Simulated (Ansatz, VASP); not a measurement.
## Two plane-wave programs on ZrN

The input INCAR:

```
SYSTEM = ZrN
ALGO = Normal
EDIFF = 1E-6
ENCUT = 600
GGA = PE
GGA_COMPAT = .FALSE.
ISIF = 2
ISMEAR = -1
LASPH = .TRUE.
LCHARG = .FALSE.
LREAL = .FALSE.
LWAVE = .FALSE.
NBANDS = 16
NELM = 120
PREC = Accurate
SIGMA = 0.15
```

KPOINTS

```
k-points
0
G
  8 8 8
  0 0 0
```

Contents of POSCAR:

```
ZrN
1.0
    3.2526910000      0.0000000000      0.0000000000
    1.6263455000      2.8169130367      0.0000000000
    1.6263455000      0.9389710122      2.6558110803
Zr N
1 1
Direct
    0.5000000000      0.5000000000      0.5000000000
    0.0000000000      0.0000000000      0.0000000000
```

Input for Ansatz:

```yaml
crystal:
  lattice:
    - [3.252691, 0.0, 0.0]
    - [1.6263455000000004, 2.8169130366610093, 0.0]
    - [1.6263455000000004, 0.9389710122203366, 2.6558110803143857]
  atoms:
    - { symbol: Zr, position: [0.5000000000000001, 0.5, 0.5] }
    - { symbol: "N", position: [0.0, 0.0, 0.0] }
basis:
  ecutwfc: 450.0
kpoints:
  mp_grid:
    grid: [8, 8, 8]
hamiltonian:
  xc: pbe
scf:
  occupations:
    method: fermi_dirac
    width: 0.15
output:
  stress: true
```

Alike in both runs: task single point; functional PBE; k mesh 8 × 8 × 8; occupations fermi-dirac, width 0.15 eV; no spin polarisation.

```csv
,VASP,Ansatz
version,VASP 6.6.1,Ansatz 0.2.0
potentials or method,"VASP PAW PBE potentials, release 64 (Zr_sv, N), cutoff 600 eV","plane waves, PAW"
valence electrons in the cell,17,17
```

|  | VASP | Ansatz | Ansatz less VASP |
| --- | --- | --- | --- |
| pressure (GPa) | -0.4 | -0.5 | -0.14 |
